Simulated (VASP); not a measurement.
Wanted: the native input for a VASP 6.6.1 run.

| Item | Value |
| --- | --- |
| Task | single point |
| Functional | r2SCAN |
| Potentials or basis | VASP PAW PBE potentials, release 64 (Ag) |
| Cutoff | 520 eV |
| k mesh | 22 × 22 × 22 |
| Occupations | gaussian, width 0.15 eV |
| Spin | no spin polarisation |
| Dipole correction | no |
| Further INCAR settings | ALGO = Normal; EDIFF = 1e-06; NBANDS = 12 |

Crystal: Ag.

```
Ag
1.0
    -1.62895    1.62895    1.71039
     1.62895   -1.62895    1.71039
     1.62895    1.62895   -1.71039
Ag
1
Direct
  0.00000 0.00000 0.00000
```

This cell differs from its parent crystal: ratio of the length along z to the lengths across it x 1.05, volume and fractional coordinates fixed.

These files were run (other wordings do the same):

POSCAR

```
Ag
1.0
   -1.6289452327      1.6289452327      1.7103924944
    1.6289452327     -1.6289452327      1.7103924944
    1.6289452327      1.6289452327     -1.7103924944
Ag
1
Direct
    0.0000000000      0.0000000000      0.0000000000
```

INCAR.step1

```
SYSTEM = Ag
PREC = Accurate ; ENCUT = 520
ISMEAR = 0 ; SIGMA = 0.15
LREAL = .False. ; LASPH = .True.
NELM = 100 ; NBANDS = 12
GGA = PE ; ALGO = Normal
EDIFF = 1E-4 ; LWAVE = .True.
LCHARG = .False.
```

INCAR.step2

```
SYSTEM = Ag
PREC = Accurate ; ENCUT = 520
EDIFF = 1E-6 ; ISMEAR = 0
SIGMA = 0.15 ; LREAL = .False.
LASPH = .True. ; NELM = 100
ALGO = Normal ; ISIF = 2
LWAVE = .False. ; LCHARG = .False.
METAGGA = R2SCAN ; LMIXTAU = .True.
NBANDS = 12 ; ISTART = 1
```

KPOINTS

```
regular mesh
0
Gamma
  22 22 22
  0 0 0
```

Potentials or basis: VASP PAW PBE potentials, release 64 (Ag).

Run with:

```console
$ cat potpaw_PBE.64/Ag/POTCAR > POTCAR
$ cp INCAR.step1 INCAR
$ mpirun -np 1 vasp_std > vasp.out
$ cp INCAR.step2 INCAR
$ mpirun -np 1 vasp_std > vasp.out
```

Results of the run:

```
Pressure               : -3.6 GPa
Band gap on the k mesh : zero (an odd number of electrons rules out a gap without spin polarisation)
```

Caveat: the cell stands under tension; the PAW data sets were made with another functional, which shifts forces and pressure a little.

Run time: 3.8 min on 1 thread of Intel(R) Xeon(R) Platinum 8488C (Sapphire Rapids) (shared host), peak memory 0.29 GiB.
